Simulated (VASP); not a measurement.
W: single point with PBE

W:

```xyz
1
Lattice="-0.0203 2.0198 2.0198 2.0198 -0.0203 2.0198 2.0198 2.0198 -0.0203" Properties=species:S:1:pos:R:3 pbc="T T T"
W     0.0000    0.0000    0.0000
```

This cell differs from its parent crystal: equal xy, yz and zx shear strains of -1 %.

```json
{
  "Program": "VASP 6.6.1",
  "Task": "single point",
  "Functional": "PBE",
  "Potentials or basis": "VASP PAW PBE potentials, release 64 (W_sv)",
  "Cutoff": "520 eV",
  "k mesh": "14 × 14 × 14",
  "Occupations": "fermi-dirac, width 0.05 eV",
  "Spin": "no spin polarisation",
  "Dipole correction": "no",
  "Further INCAR settings": "ALGO = Normal; EDIFF = 1e-06; NBANDS = 13"
}
```

- Pressure: -4.2 GPa
- Band gap on the k mesh: zero (band 7 reaches 13.17 eV, above the bottom of band 8 at 9.70 eV)

Stress tensor (GPa, compression positive):
```
-4.18 -1.72 -1.72
-1.72 -4.18 -1.72
-1.72 -1.72 -4.18
```

Levels at points of the mesh, in eV from the Fermi level:
```tsv
k point	band 4	band 5	band 6	band 7	band 8	band 9	band 10	band 11
(0.00, 0.00, 0.00)	-37.34	-8.89	-0.62	-0.62	-0.35	2.51	2.51	12.77
(0.50, 0.00, 0.00)	-37.49	-5.50	-0.86	-0.59	0.53	4.79	4.99	9.95
(0.50, 0.50, 0.00)	-37.73	-5.35	-4.39	2.95	4.87	5.62	5.63	11.42
(0.50, 0.50, 0.50)	-37.53	-5.47	-0.80	-0.80	0.74	4.97	4.97	10.21
```

Wall time 15 s on 1 thread of Intel(R) Xeon(R) 6975P-C (Granite Rapids) (shared host), peak memory 0.18 GiB.

Caveat: the cell differs from its parent crystal (equal xy, yz and zx shear strains of -1 %); spin-orbit coupling is left out, which moves the levels of the heavy elements.
